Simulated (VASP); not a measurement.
A run of VASP 6.6.1:

File POSCAR:

```
HfO2
1.0
    0.0000000000      2.5923900125      2.4027029384
    2.5923900125      0.0000000000      2.4027029384
    2.5923900125      2.5923900125      0.0000000000
Hf O
1 2
Direct
    0.0000000000      0.0000000000      0.0000000000
    0.2500000000      0.2500000000      0.2500000000
    0.7500000000      0.7500000000      0.7500000000
```

The input INCAR.step1:

```
SYSTEM = HfO2
PREC     = Accurate       ! precision mode
ENCUT    = 520            ! plane-wave cutoff, eV
ISMEAR   = 0              ! smearing method
SIGMA    = 0.05           ! smearing width, eV
LREAL    = .False.        ! projectors in reciprocal space
LASPH    = .True.         ! aspherical terms in the spheres
NELM     = 80             ! most SCF steps
NBANDS   = 18             ! bands
GGA      = PE             ! functional
ALGO     = Normal         ! electronic algorithm
EDIFF    = 1E-4           ! SCF threshold, eV
LWAVE    = .True.         ! write WAVECAR
LCHARG   = .False.        ! write CHGCAR
```

File INCAR.step2:

```
SYSTEM = HfO2
PREC     = Accurate       ! precision mode
ENCUT    = 520            ! plane-wave cutoff, eV
EDIFF    = 1E-6           ! SCF threshold, eV
ISMEAR   = 0              ! smearing method
SIGMA    = 0.05           ! smearing width, eV
LREAL    = .False.        ! projectors in reciprocal space
LASPH    = .True.         ! aspherical terms in the spheres
NELM     = 80             ! most SCF steps
ALGO     = Normal         ! electronic algorithm
ISIF     = 2              ! what is computed and relaxed
LWAVE    = .False.        ! write WAVECAR
LCHARG   = .True.         ! write CHGCAR
METAGGA  = R2SCAN         ! meta-GGA
LMIXTAU  = .True.       
LELF     = .True.         ! ELF
LVHAR    = .True.       
NBANDS   = 18             ! bands
ISTART   = 1
```

File KPOINTS:

```
regular mesh
0
Gamma
  8 8 8
  0 0 0
```

Potentials or basis: VASP PAW PBE potentials, release 64 (Hf_pv, O).

Launch:

```sh
$ cat potpaw_PBE.64/Hf_pv/POTCAR potpaw_PBE.64/O/POTCAR > POTCAR
$ cp INCAR.step1 INCAR
$ mpirun -np 1 vasp_std > vasp.out
$ cp INCAR.step2 INCAR
$ mpirun -np 1 vasp_std > vasp.out
```

Hardware: 1 thread of Intel(R) Xeon(R) Platinum 8488C (Sapphire Rapids) (shared host).

Problem. Estimate the wall time of this run.

Solution. Wall time 99 s on 1 thread of Intel(R) Xeon(R) Platinum 8488C (Sapphire Rapids), with other jobs on the host, peak memory 0.18 GiB. Counts: k points 59.
